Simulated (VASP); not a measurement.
A run of VASP 6.6.1 is set up as follows.

File INCAR:

```
  PREC = Accurate
  ENCUT = 520
  EDIFF = 1E-6
  ISMEAR = 0
  SIGMA = 0.01
  LREAL = F
  LASPH = T
  NELM = 60
  ALGO = Normal
  ISIF = 2
  LWAVE = F
  LCHARG = F
  GGA = PE
  NBANDS = 12
```

KPOINTS

```
Automatic mesh
0
Gamma
  6 6 6
```

File POSCAR:

```
LiF
1.0
   -0.0340233966      2.1427563089      2.1427563089
    2.1427563089     -0.0340233966      2.1427563089
    2.1427563089      2.1427563089     -0.0340233966
Li F
1 1
Direct
   -0.0014544759     -0.0014544759     -0.0014544759
    0.2514544759      0.2514544759      0.2514544759
```

Potentials or basis: VASP PAW PBE potentials, release 64 (Li_sv, F).

The run is started by

```bash
$ cat potpaw_PBE.64/Li_sv/POTCAR potpaw_PBE.64/F/POTCAR > POTCAR
$ mpirun -np 1 vasp_std > vasp.out
```

**Question.** What does it give for the largest force?

**Answer.** 0.006 eV/Å.

**Question.** Estimate the band gap on the k mesh.

**Answer.** 7.75 eV, direct.

Forces in eV/Å, atoms in the order of the input:
```
Li  -0.003 -0.003 -0.003
F    0.003  0.003  0.003
```

Caveat: the cell differs from its parent crystal (epitaxial 111 strain +1.5%).
